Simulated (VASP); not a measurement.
# H8C21F2: single point with PBE

The system is H8C21F2, a slab with vacuum.

```
CELL_PARAMETERS angstrom
5.04874 0.00000 0.00000
0.00000 5.04874 0.00000
0.00000 0.00000 17.16470
ATOMIC_POSITIONS crystal
H 0.42779 0.00000 0.05826
H 0.07221 0.00000 0.05826
H 0.92779 0.00000 0.05826
H 0.57221 0.00000 0.05826
H 0.42779 0.50000 0.05826
H 0.07221 0.50000 0.05826
H 0.92779 0.50000 0.05826
H 0.57221 0.50000 0.05826
C 0.25000 0.00000 0.09524
C 0.75000 0.00000 0.09524
C 0.25000 0.50000 0.09524
C 0.75000 0.50000 0.09524
C 0.25000 0.25000 0.14723
C 0.75000 0.25000 0.14723
C 0.25000 0.75000 0.14723
C 0.75000 0.75000 0.14723
C 0.00968 0.24999 0.19667
C 0.49041 0.25000 0.19669
C 0.99489 0.75000 0.20213
C 0.50511 0.75000 0.20218
C 0.00334 0.01200 0.25327
C 0.49687 0.01204 0.25330
C 0.00336 0.48803 0.25327
C 0.49685 0.48798 0.25329
C 0.25004 0.00477 0.30210
C 0.75016 0.11362 0.29264
C 0.25004 0.49525 0.30210
C 0.75018 0.38639 0.29264
C 0.24996 0.75000 0.35636
F 0.46783 0.74997 0.40350
F 0.03199 0.75002 0.40345
```

```json
{"Program": "VASP 6.6.1", "Task": "single point", "Functional": "PBE", "Potentials or basis": "VASP PAW PBE potentials, release 64 (H, C, F)", "Cutoff": "520 eV", "k mesh": "2 × 2 × 1", "Occupations": "gaussian, width 0.05 eV", "Spin": "no spin polarisation"}
```

```
Largest force          : 8.918 eV/Å
Band gap on the k mesh : 0.11 eV
```

Forces on the atoms (eV/Å):
```
H   -8.918 -0.065  0.024
H    8.917 -0.064  0.024
H   -8.896 -0.020  0.029
H    8.897 -0.018  0.029
H   -8.918  0.065  0.024
H    8.917  0.065  0.024
H   -8.896  0.020  0.029
H    8.897  0.019  0.029
C    0.003 -0.148  0.973
C   -0.003  0.103  1.127
C    0.002  0.148  0.973
C   -0.003 -0.103  1.127
C    0.011 -0.001 -3.314
C    0.004  0.000 -1.588
C    0.000  0.000  0.426
C    0.005  0.000 -0.080
C   -0.008  0.004 -0.001
C    0.005  0.001 -0.009
C    0.005  0.002  0.023
C   -0.001  0.002  0.014
C   -0.005 -0.022  0.001
C   -0.003 -0.026  0.000
C   -0.008  0.016 -0.004
C    0.002  0.022  0.005
C    0.006  0.007  0.029
C   -0.008 -0.056  0.026
C    0.006 -0.008  0.028
C   -0.014  0.058  0.024
C    0.004  0.001 -0.424
F    0.293  0.001  0.217
F   -0.296 -0.001  0.217
```

Levels at points of the mesh, in eV from the valence-band top:
```csv
k point,band 49,band 50,band 51,band 52,band 53,band 54,band 55,band 56,band 57,band 58
"(0.00, 0.00, 0.00)",-2.16,-1.41,-0.90,-0.46,0.00,1.88,2.13,2.50,4.06,4.35
"(0.50, 0.00, 0.00)",-2.42,-2.21,-2.05,-1.37,-1.00,1.99,2.30,3.71,3.72,4.86
"(0.00, 0.50, 0.00)",-2.44,-1.53,-0.32,-0.15,0.00,0.11,1.72,3.41,3.44,3.95
"(0.50, 0.50, 0.00)",-2.99,-2.91,-2.36,-0.98,-0.86,0.35,2.04,4.39,4.44,4.44
```

Wall time 4.6 min on 1 thread of Intel(R) Xeon(R) Platinum 8259CL CPU @ 2.50GHz (Skylake/Cascade Lake), on a shared host, peak memory 0.51 GiB.

Caveat: the k points lie up to 0.62 Å⁻¹ apart; there is no dipole correction, which matters where the two faces differ.
